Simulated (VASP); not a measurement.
Write the native input for VASP 6.6.1 that does the following.

```yaml
Task: single point
Functional: LDA
Potentials_or_basis: VASP PAW LDA potentials, release 64 (Si)
Cutoff: 520 eV
k_mesh: 15 × 15 × 1
Occupations: gaussian, width 0.1 eV
Spin: no spin polarisation
Dipole_correction: yes
Further_INCAR_settings: ALGO = Normal; EDIFF = 1e-06; NBANDS = 11
```

The structure of Si lies in POSCAR:

```
Si
1.0
    3.5850000000      0.0000000000      0.0000000000
   -1.7925000000      3.1047010726      0.0000000000
    0.0000000000      0.0000000000     28.0000000000
Si
2
Direct
    0.3333333333      0.6666666667      0.5153035714
    0.6666666667      0.3333333333      0.4846964286
```

One way to write it, as run:

INCAR

```
PREC = Accurate
ENCUT = 520
EDIFF = 1E-6
ISMEAR = 0
SIGMA = 0.1
LREAL = False
LASPH = True
NELM = 60
ALGO = Normal
ISIF = 2
LWAVE = False
LCHARG = False
LDIPOL = True
IDIPOL = 3
DIPOL = 0.5 0.5 0.500
GGA = CA
NBANDS = 11
```

KPOINTS

```
regular mesh
0
Gamma
  15 15 1
```

Potentials or basis: VASP PAW LDA potentials, release 64 (Si).

The run is started by

```console
$ cat potpaw_LDA.64/Si/POTCAR > POTCAR
$ mpirun -np 1 vasp_std > vasp.out
```

Results of the run:

- Largest force: 0.758 eV/Å
- Band gap on the k mesh: zero (band 4 reaches -2.87 eV, above the bottom of band 5 at -3.35 eV)

Wall time 80 s on 1 thread of Intel(R) Xeon(R) Platinum 8559C (Emerald Rapids), with other jobs on the host, peak memory 0.33 GiB.
